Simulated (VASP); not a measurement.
Write the native input for VASP 6.6.1 that does the following.

```yaml
Task: single point
Functional: PBEsol
Potentials_or_basis: VASP PAW PBE potentials, release 64 (Al, Ru_pv)
Cutoff: 520 eV
k_mesh: 18 × 18 × 18
Occupations: gaussian, width 0.1 eV
Spin: no spin polarisation
Dipole_correction: no
Further_INCAR_settings: ALGO = Fast; EDIFF = 1e-06; NBANDS = 26
```

The structure of Al3Ru2 lies in POSCAR:

```
Al3Ru2
1.0
   -1.5389008750      1.5389008750      7.1431020300
    1.5389008750     -1.5389008750      7.1431020300
    1.5389008750      1.5389008750     -7.1431020300
Al Ru
3 2
Direct
    0.0000000000      0.0000000000      0.0000000000
    0.8061846200      0.8061846200      0.0000000000
    0.1938153800      0.1938153800      0.0000000000
    0.6058685700      0.6058685700      0.0000000000
    0.3941314300      0.3941314300      0.0000000000
```

One way to write it, as run:

INCAR

```
SYSTEM = Al3Ru2
ALGO = Fast
EDIFF = 1E-6
ENCUT = 520
GGA = PS
ISIF = 2
ISMEAR = 0
LASPH = .True.
LCHARG = .False.
LREAL = .False.
LWAVE = .False.
NBANDS = 26
NELM = 80
PREC = Accurate
SIGMA = 0.1
```

KPOINTS

```
k-points
0
Gamma
  18 18 18
  0 0 0
```

Potentials or basis: VASP PAW PBE potentials, release 64 (Al, Ru_pv).

The run is started by

```bash
$ cat potpaw_PBE.64/Al/POTCAR potpaw_PBE.64/Ru_pv/POTCAR > POTCAR
$ mpirun -np 1 vasp_std > vasp.out
```

Results of the run:

The pressure is -0.8 GPa. The largest force is 0.033 eV/Å.

Caveat: the PAW data sets were made with another functional, which shifts forces and pressure a little.

It took 36 min on 1 thread of Intel(R) Xeon(R) Platinum 8488C (Sapphire Rapids), with other jobs on the host, peak memory 0.94 GiB.
